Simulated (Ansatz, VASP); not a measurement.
**BP in VASP and in Ansatz**

```
B P
1.0
     2.21108    2.21108    0.00000
    -2.21108    2.21108    0.00000
     0.00000    2.21108    2.21108
B P
1 1
Direct
  0.00000 0.00000 0.00000
  0.75000 0.25000 0.50000
```

Alike in both runs: task single point; functional r2SCAN; k mesh 8 × 8 × 8; no spin polarisation.

|  | VASP | Ansatz |
| --- | --- | --- |
| version | VASP 6.6.1 | Ansatz 0.2.0 |
| potentials or method | VASP PAW PBE potentials, release 64 (B, P) | PAW with Ansatz's default frozen-core files, scalar-relativistic |
| plane-wave cutoff (eV) | 520 | 500 |
| occupations | gaussian, width 0.01 eV | fixed |
| valence electrons in the cell | 8 | 8 |

|  | VASP | Ansatz | Ansatz less VASP |
| --- | --- | --- | --- |
| gap on the k mesh at the Fermi level (eV) | 1.38 | 1.34 | -0.036 |
| pressure (GPa) | 14.4 | 15.0 | +0.60 |

VASP's potentials were made for PBE, not for r2SCAN.
